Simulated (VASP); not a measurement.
Input of a VASP 6.6.1 run:

Contents of INCAR:

```
SYSTEM = Ru
PREC = Accurate ; ENCUT = 600
EDIFF = 1E-6 ; ISMEAR = -1
SIGMA = 0.1 ; LREAL = .False.
LASPH = .True. ; NELM = 100
ALGO = Normal ; ISIF = 3
LWAVE = .False. ; LCHARG = .False.
IBRION = 2 ; NSW = 60
EDIFFG = -0.005 ; PSTRESS = 5100.0
```

KPOINTS

```
regular mesh
0
Gamma
  20 20 19
  0 0 0
```

The input POSCAR:

```
Ru
1.0
    2.1700670621      0.0000000000      0.0000000000
   -1.0850335311      1.8793332037      0.0000000000
    0.0000000000      0.0000000000      2.0398630384
Ru
1
Direct
    0.0000000000      0.0000000000      0.0000000000
```

Potentials or basis: VASP PAW LDA potentials, release 64 (Ru_pv).

Launch:

```bash
$ cat potpaw_LDA.64/Ru_pv/POTCAR > POTCAR
$ mpirun -np 1 vasp_std > vasp.out
```

Question: What does it give for the space group after relaxing (to 0.05 Å)?

Answer: P6/mmm (No. 191).

Question: What does it give for the relaxed volume?

Answer: 8.44 Å³/atom.

Question: What does it give for the relaxed cell?

Answer: a = 2.185 Å, b = 2.185 Å, c = 2.041 Å, α = 90.00°, β = 90.00°, γ = 120.00°.

Question: What does it give for the band gap on the k mesh?

Answer: Zero (band 7 reaches 29.55 eV, above the bottom of band 8 at 21.22 eV).

Final structure:
```
CELL_PARAMETERS angstrom
2.18456 0.00000 0.00000
-1.09228 1.89188 0.00000
0.00000 0.00000 2.04112
ATOMIC_POSITIONS crystal
Ru 0.00000 0.00000 0.00000
```

Caveat: the cell is relaxed towards a set pressure, so the enthalpy falls and the energy may rise.
